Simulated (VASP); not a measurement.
# AlB2N3 (P6_3/mmc) in VASP: further runs

Runs on AlB2N3. Level: PBE. Tasks: single point, relaxation of cell and atoms.

All numbers are computed with VASP 6.6.1; they aren't measurements. Logs are shortened: lines on timing, memory, paths and dates and some standing lists are left out, and cuts for length are marked.

### 1 The cell of the first run

The structure is hexagonal, space group P6_3/mmc (No. 194). Conventional cell: a = 2.591 Å, b = 2.591 Å, c = 21.297 Å, α = 90.00°, β = 90.00°, γ = 120.00°. Al (site symmetry -6m2) has 3 N at 1.50 Å within 2.0 Å. Within 2.0 Å of B (site symmetry 3m) lie 3 N at 1.50 Å. N (site symmetry -6m2) has 3 Al at 1.50 Å within 2.0 Å. Within 2.0 Å of N (site symmetry 3m) lie 3 B at 1.50 Å.

### 2 Single point, PBE

Input file INCAR:

```
SYSTEM = AlB2N3
PREC = Accurate
ENCUT = 520
EDIFF = 1E-7
ISMEAR = 0
SIGMA = 0.1
LREAL = .FALSE.
LASPH = .TRUE.
NELM = 60
ALGO = Normal
ISIF = 2
LWAVE = .FALSE.
LCHARG = .FALSE.
GGA = PE
NBANDS = 36
```

Input file KPOINTS:

```
regular mesh
0
G
  6 6 1
  0 0 0
```

Input file POSCAR:

```
AlB2N3
1.0
    2.5910515900      0.0000000000      0.0000000000
   -1.2955258000      2.2439165000      0.0000000000
    0.0000000000      0.0000000000     21.2967081200
Al B N
2 4 6
Direct
    0.0000000000      0.0000000000      0.2500000000
    0.0000000000      0.0000000000      0.7500000000
    0.0000000000      0.0000000000      0.9166666700
    0.0000000000      0.0000000000      0.5833333300
    0.0000000000      0.0000000000      0.0833333300
    0.0000000000      0.0000000000      0.4166666700
    0.6666666700      0.3333333300      0.7500000000
    0.6666666700      0.3333333300      0.0833333300
    0.6666666700      0.3333333300      0.4166666700
    0.3333333300      0.6666666700      0.9166666700
    0.3333333300      0.6666666700      0.2500000000
    0.3333333300      0.6666666700      0.5833333300
```

Potentials or basis: VASP PAW PBE potentials, release 64 (Al, B, N).

The run is started by

```sh
$ cat potpaw_PBE.64/Al/POTCAR potpaw_PBE.64/B/POTCAR potpaw_PBE.64/N/POTCAR > POTCAR
$ mpirun -np 1 vasp_std > vasp.out
```

OUTCAR:

```text
SYSTEM = AlB2N3
   PREC = Accurate
   ENCUT = 520
   EDIFF = 1E-7
   ISMEAR = 0
   LREAL = .FALSE.
   LASPH = .TRUE.
   NELM = 60
   ISIF = 2
   GGA = PE

 ion  position               nearest neighbor table
   1  0.000  0.000  0.250-  11 1.50  11 1.50  11 1.50
   2  0.000  0.000  0.750-   7 1.50   7 1.50   7 1.50
   3  0.000  0.000  0.917-  10 1.50  10 1.50  10 1.50
   4  0.000  0.000  0.583-  12 1.50  12 1.50  12 1.50
   5  0.000  0.000  0.083-   8 1.50   8 1.50   8 1.50
   6  0.000  0.000  0.417-   9 1.50   9 1.50   9 1.50
   7  0.667  0.333  0.750-   2 1.50   2 1.50   2 1.50
   8  0.667  0.333  0.083-   5 1.50   5 1.50   5 1.50
   9  0.667  0.333  0.417-   6 1.50   6 1.50   6 1.50
  10  0.333  0.667  0.917-   3 1.50   3 1.50   3 1.50
  11  0.333  0.667  0.250-   1 1.50   1 1.50   1 1.50
  12  0.333  0.667  0.583-   4 1.50   4 1.50   4 1.50

  LATTYP: Found a hexagonal cell.
 ALAT       =     2.5910515900
 C/A-ratio  =     8.2193300211

  Lattice vectors:

 A1 = (   2.5910515900,   0.0000000000,   0.0000000000)
 A2 = (  -1.2955258000,   2.2439165000,   0.0000000000)
 A3 = (   0.0000000000,   0.0000000000,  21.2967081200)

Analysis of symmetry for initial positions (statically):
=====================================================================
 Subroutine PRICEL returns:
 Original cell was already a primitive cell.

 Routine SETGRP: Setting up the symmetry group for a
 hexagonal supercell.

 Subroutine GETGRP returns: Found 24 space group operations
 (whereof 12 operations were pure point group operations)
 out of a pool of 24 trial point group operations.

The static configuration has the point symmetry D_3d.
 The point group associated with its full space group is D_6h.

Analysis of symmetry for dynamics (positions and initial velocities):
=====================================================================
 Subroutine PRICEL returns:
 Original cell was already a primitive cell.

 Routine SETGRP: Setting up the symmetry group for a
 hexagonal supercell.

 Subroutine GETGRP returns: Found 24 space group operations
 (whereof 12 operations were pure point group operations)
 out of a pool of 24 trial point group operations.

The dynamic configuration has the point symmetry D_3d.
 The point group associated with its full space group is D_6h.

[... 107 lines left out ...]
   ISYM   =      2    0-nonsym 1-usesym 2-fastsym
   POTIM  = 0.5000    time-step for ionic-motion
   TEBEG  =    0.0;   TEEND  =   0.0 temperature during run
   PSTRESS=    0.0 pullay stress
   NELECT =      48.0000    total number of electrons
   NUPDOWN=      -1.0000    fix difference up-down
   EMIN   =  10.00;   EMAX   =-10.00  energy-range for DOS
   EFERMI =   0.00;   METHOD = LEGACY
   ISMEAR =     0;   SIGMA  =   0.10  broadening in eV -4-tet -1-fermi 0-gaus
   EFERMI_NEDOS =   21; number of points for ismear=-14 and -15
   IALGO  =     38    algorithm
   IMIX   =      4    mixing-type and parameters
     AMIX     =   0.40;   BMIX     =  1.00
     AMIX_MAG =   1.60;   BMIX_MAG =  1.00
  volume/ion in A,a.u.               =      10.32        69.63
  Fermi-wavevector in a.u.,A,eV,Ry     =   1.193686  2.255740 19.386761  1.424887
  Thomas-Fermi vector in A             =   2.329695
   LORBIT       =      0    0 simple, 1 ext, 2 COOP (PROOUT), +10 PAW based schemes
   GGA     = PE    functional components
   LHFCALC =     F    Hartree Fock is set to
   AEXX    =    0.0000 exact exchange contribution
   IVDW    =     0    specifies the selected vdW correction
   LEPSILON=     F    determine dielectric tensor
   LRPA    =     F    only Hartree local field effects (RPA)
 non-spin polarized calculation
 Gauss-broadening in eV      SIGMA  =   0.10
  energy-cutoff  :      520.00
  volume of cell :      123.82
 maximum number of plane-waves:      3350
 NGX is ok and might be reduce to    20
   NGX =  9   NGY =  9   NGZ = 79

 number of electron      48.0000005 magnetization

 Free energy of the ion-electron system (eV)
  ---------------------------------------------------
  ext. energy  EPLUGINS =         0.00000000
  ---------------------------------------------------
  free energy    TOTEN  =       -86.64456009 eV

  energy without entropy =      -86.64456009  energy(sigma->0) =      -86.64456009

 E-fermi :   3.7096     XC(G=0):  -9.6948

 val. band max:        3.2248012811   @ k =   0.0000   0.0000   0.0000
 cond. band min:       6.1070448317   @ k =   0.3333   0.3333   0.0000
 fundamental gap:      2.8822435505
 Fermi energy:         3.7095633609

 k-point     1 :       0.0000    0.0000    0.0000
  band No.  band energies     occupation
      1     -14.9061      2.00000
      2     -14.9048      2.00000
      3     -14.8172      2.00000
      4     -14.8159      2.00000
      5     -12.2180      2.00000
      6     -12.2177      2.00000
[... 262 lines left out ...]
     35      14.0307      0.00000
     36      14.3739      0.00000

------------------------ aborting loop because EDIFF is reached ----------------------------------------

  FORCE on cell =-STRESS in cart. coord.  units (eV):
  Direction    XX          YY          ZZ          XY          YZ          ZX
  --------------------------------------------------------------------------------------
  -------------------------------------------------------------------------------------
  Total       54.0429636     54.0429636      1.2529866     -0.0000001      0.0000000      0.0000000
  in kB      699.2854754    699.2854758     16.2129404     -0.0000016      0.0000000      0.0000000
  external PRESSURE =     471.5946305 kB  Pullay stress =       0.0000000 kB

 VOLUME and BASIS-vectors are now :
 -----------------------------------------------------------------------------
  energy-cutoff  :      520.00
  volume of cell :      123.82
      direct lattice vectors                 reciprocal lattice vectors
     2.591051590  0.000000000  0.000000000     0.385943686  0.222824692  0.000000000
    -1.295525800  2.243916500  0.000000000     0.000000000  0.445649381  0.000000000
     0.000000000  0.000000000 21.296708120     0.000000000  0.000000000  0.046955614

 POSITION                                       TOTAL-FORCE (eV/Angst)
 -----------------------------------------------------------------------------------
      0.00000      0.00000      5.32418         0.000000      0.000000      0.000000
      0.00000      0.00000     15.97253         0.000000     -0.000000      0.000000
      0.00000      0.00000     19.52198         0.000000     -0.000000     -0.006042
      0.00000      0.00000     12.42308         0.000000     -0.000000      0.006042
      0.00000      0.00000      1.77473         0.000000     -0.000000      0.006042
      0.00000      0.00000      8.87363         0.000000     -0.000000     -0.006042
      1.29553      0.74797     15.97253         0.000000     -0.000000     -0.000000
      1.29553      0.74797      1.77473        -0.000000      0.000000     -0.023614
      1.29553      0.74797      8.87363        -0.000000      0.000000      0.023614
     -0.00000      1.49594     19.52198         0.000000     -0.000000      0.023614
     -0.00000      1.49594      5.32418        -0.000000     -0.000000     -0.000000
     -0.00000      1.49594     12.42308         0.000000     -0.000000     -0.023614
 -----------------------------------------------------------------------------------
    total drift:                                0.000000      0.000000      0.000000

  FREE ENERGIE OF THE ION-ELECTRON SYSTEM (eV)
  ---------------------------------------------------
  free  energy   TOTEN  =       -86.6445600868 eV

  energy  without entropy=      -86.6445600868  energy(sigma->0) =      -86.64456009
```

Run time: 21 s. Hardware: 1 thread of Intel Xeon 6975P-C (Granite Rapids), shared host; peak memory 0.24 GiB.

What came out:

| Quantity | Value |
| --- | --- |
| Free energy | -86.6446 eV |
| Pressure | 47.2 GPa |
| Largest force | 0.024 eV/Å |
| Band gap on the k mesh | 2.88 eV, indirect (least direct gap 3.25 eV) |

Forces in eV/Å, atoms in the order of the input:
```
Al   0.000  0.000  0.000
Al   0.000  0.000  0.000
B    0.000  0.000 -0.006
B    0.000  0.000  0.006
B    0.000  0.000  0.006
B    0.000  0.000 -0.006
N    0.000  0.000  0.000
N    0.000  0.000 -0.024
N    0.000  0.000  0.024
N    0.000  0.000  0.024
N    0.000  0.000  0.000
N    0.000  0.000 -0.024
```

Levels at points of the mesh, in eV from the valence-band top:
```csv
k point,band 21,band 22,band 23,band 24,band 25,band 26,band 27,band 28
"(0.00, 0.00, 0.00)",0.00,0.00,0.00,0.00,3.41,4.16,4.82,6.58
"(0.50, 0.00, 0.00)",-0.87,-0.86,-0.48,-0.48,3.24,3.31,3.71,3.74
```

Caveat: the k points lie up to 0.47 Å⁻¹ apart.

### 3 Single point, PBE

This run uses another cell than the first one, of 13.42 Å³/atom, 1.301 times its volume.

Input file INCAR:

```
ALGO = Normal
EDIFF = 1E-6
ENCUT = 520
GGA = PE
ISIF = 2
ISMEAR = 0
LASPH = T
LCHARG = T
LELF = T
LREAL = F
LVHAR = T
LWAVE = F
NBANDS = 36
NELM = 60
PREC = Accurate
SIGMA = 0.1
```

Input file KPOINTS:

```
k-points
0
Gamma
  6 6 1
```

Input file POSCAR:

```
AlB2N3
1.0
    2.7681179288      0.0000000031      0.0000000000
   -1.3840589671      2.3972604455      0.0000000000
    0.0000000000      0.0000000000     24.2678106729
Al B N
2 4 6
Direct
    0.0000000000      0.0000000000      0.2500000000
    0.0000000000      0.0000000000      0.7500000000
    0.0000000000      0.0000000000      0.9177344016
    0.0000000000      0.0000000000      0.5822655984
    0.0000000000      0.0000000000      0.0822655984
    0.0000000000      0.0000000000      0.4177344016
    0.6666666667      0.3333333333      0.7500000000
    0.6666666667      0.3333333333      0.0822642318
    0.6666666667      0.3333333333      0.4177357682
    0.3333333333      0.6666666667      0.9177357682
    0.3333333333      0.6666666667      0.2500000000
    0.3333333333      0.6666666667      0.5822642318
```

Potentials or basis: VASP PAW PBE potentials, release 64 (Al, B, N).

The run is started by

```sh
$ cat potpaw_PBE.64/Al/POTCAR potpaw_PBE.64/B/POTCAR potpaw_PBE.64/N/POTCAR > POTCAR
$ mpirun -np 1 vasp_std > vasp.out
```

Wall time 28 s (1 thread of Intel Xeon 6975P-C (Granite Rapids), shared host); peak memory 0.3 GiB.

Results (log left out):

* Free energy: -90.1714 eV
* Pressure: 0.4 GPa
* Largest force: 0.005 eV/Å
* Band gap on the k mesh: 2.85 eV, direct

Forces in eV/Å, atoms in the order of the input:
```
Al   0.000  0.000  0.000
Al   0.000  0.000  0.000
B    0.000  0.000 -0.005
B    0.000  0.000  0.005
B    0.000  0.000  0.005
B    0.000  0.000 -0.005
N    0.000  0.000  0.000
N    0.000  0.000 -0.005
N    0.000  0.000  0.005
N    0.000  0.000  0.005
N    0.000  0.000  0.000
N    0.000  0.000 -0.005
```

Stress tensor (GPa, compression positive):
```
0.49 0.00 0.00
0.00 0.49 0.00
0.00 0.00 0.16
```

Levels at points of the mesh, in eV from the valence-band top:
```csv
k point,band 20,band 21,band 22,band 23,band 24,band 25,band 26,band 27,band 28,band 29
"(0.00, 0.00, 0.00)",-2.36,-0.13,-0.13,-0.13,-0.13,3.17,3.68,3.98,5.23,5.29
"(0.50, 0.00, 0.00)",-1.43,-0.78,-0.78,-0.41,-0.41,3.17,3.19,3.48,3.49,5.90
```

Caveat: the k points lie up to 0.44 Å⁻¹ apart. A k mesh can miss the band edges.

(Continued in part 2 of 2.)
